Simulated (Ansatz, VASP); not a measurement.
# Two plane-wave programs on KPdO3

```
CELL_PARAMETERS angstrom
4.07008 0.00000 0.00000
0.00000 4.07008 0.00000
0.00000 0.00000 4.07008
ATOMIC_POSITIONS crystal
K 0.00000 0.00000 0.00000
Pd 0.50000 0.50000 0.50000
O 0.50000 0.50000 0.00000
O 0.50000 0.00000 0.50000
O 0.00000 0.50000 0.50000
```

Alike in both runs: task single point; functional LDA; k mesh 5 × 5 × 5; occupations gaussian, width 0.1 eV; no spin polarisation.

|  | VASP | Ansatz |
| --- | --- | --- |
| version | VASP 6.6.1 | Ansatz 0.2.0 |
| potentials or method | VASP PAW LDA potentials, release 64 (K_sv, Pd, O) | plane waves, PAW |
| plane-wave cutoff (eV) | 520 | 420 |
| valence electrons in the cell | 37 | 45 |

|  | VASP | Ansatz | Ansatz less VASP |
| --- | --- | --- | --- |
| pressure (GPa) | -12.5 | -12.8 | -0.33 |

LDA's correlation is that of Perdew and Zunger in VASP and of Perdew and Wang (1992) in Ansatz. VASP's potentials hold 37 valence electrons a cell and Ansatz's 45, so a difference there can come from the potentials and not from the codes. Ansatz's warnings: stress scf threshold loose.
